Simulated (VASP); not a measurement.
Runs of VASP 6.6.1 on CsCaF3. The structure is that of space group Pm-3m (No. 221), or close to it. The cells are those of the table. 

```tsv
cell	gap on the mesh (eV)	pressure (GPa)
a = 4.656, b = 4.656, c = 4.453 Å, 5 atoms	6.50	-5.5
a = 4.656, b = 4.656, c = 4.588 Å, 5 atoms	(c)	-6.6
a = 4.521, b = 4.521, c = 4.656 Å, 5 atoms	6.60	-5.0
a = 4.521, b = 4.521, c = 4.588 Å, 5 atoms	6.71	-4.5
a = 4.588, b = 4.588, c = 4.385 Å, 5 atoms	(b)	-3.6
a = 4.588, b = 4.588, c = 4.521 Å, 5 atoms	6.62	-5.1
a = 4.656, b = 4.656, c = 4.521 Å, 5 atoms	6.43	-6.1
a = 4.588, b = 4.588, c = 4.656 Å, 5 atoms	6.43	(a)
```

Alike in all rows: task single point; level LDA; potentials or basis VASP PAW LDA potentials, release 64 (Cs_sv, Ca_sv, F); no spin polarisation; k mesh 6 × 6 × 6; cutoff (eV) 520; smearing gaussian 0.05 eV.

Estimate the missing entries.

(a) -6.2; (b) 6.78; (c) 6.35.

Caveats: the cell stands under tension; spin-orbit coupling is left out, which moves the levels of the heavy elements.

A k mesh can miss the band edges, and the runs leave out spin-orbit coupling on Cs.
